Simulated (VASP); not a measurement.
A run of VASP 6.6.1 is set up as follows.

INCAR

```
PREC = Accurate
ENCUT = 520
EDIFF = 1E-6
ISMEAR = 0
SIGMA = 0.01
LREAL = False
LASPH = True
NELM = 80
ALGO = Normal
ISIF = 2
LWAVE = False
LCHARG = False
GGA = PE
NBANDS = 25
```

KPOINTS

```
regular mesh
0
Gamma
  12 12 2
```

POSCAR

```
MgI2
1.0
    4.0554820183      0.0000000000      0.0000000000
   -2.0277410091      3.5121504525      0.0000000000
    0.0000000000      0.0000000000     14.5041012424
Mg I
2 4
Direct
    0.3333333333      0.6666666667      0.2500000000
    0.6666666667      0.3333333333      0.7500000000
    0.6666666667      0.3333333333      0.3768546121
    0.6666666667      0.3333333333      0.1231453879
    0.3333333333      0.6666666667      0.8768546121
    0.3333333333      0.6666666667      0.6231453879
```

Potentials or basis: VASP PAW PBE potentials, release 64 (Mg, I).

Command:

```console
$ cat potpaw_PBE.64/Mg/POTCAR potpaw_PBE.64/I/POTCAR > POTCAR
$ mpirun -np 1 vasp_std > vasp.out
```

Question: What does it give for the band gap on the k mesh?

Answer: 2.57 eV, indirect (least direct gap 2.75 eV).

Question: Predict the pressure.

Answer: 1.0 GPa.

Forces on the atoms (eV/Å):
```
Mg   0.000  0.000  0.000
Mg   0.000  0.000  0.000
I    0.000  0.000 -0.005
I    0.000  0.000  0.005
I    0.000  0.000 -0.005
I    0.000  0.000  0.005
```

Caveat: spin-orbit coupling is left out, which moves the levels of the heavy elements; this functional lacks dispersion, which binds the layers, so the pressure and a relaxed spacing across them are unreliable. As with any semilocal functional, this PBE gap is likely too small.
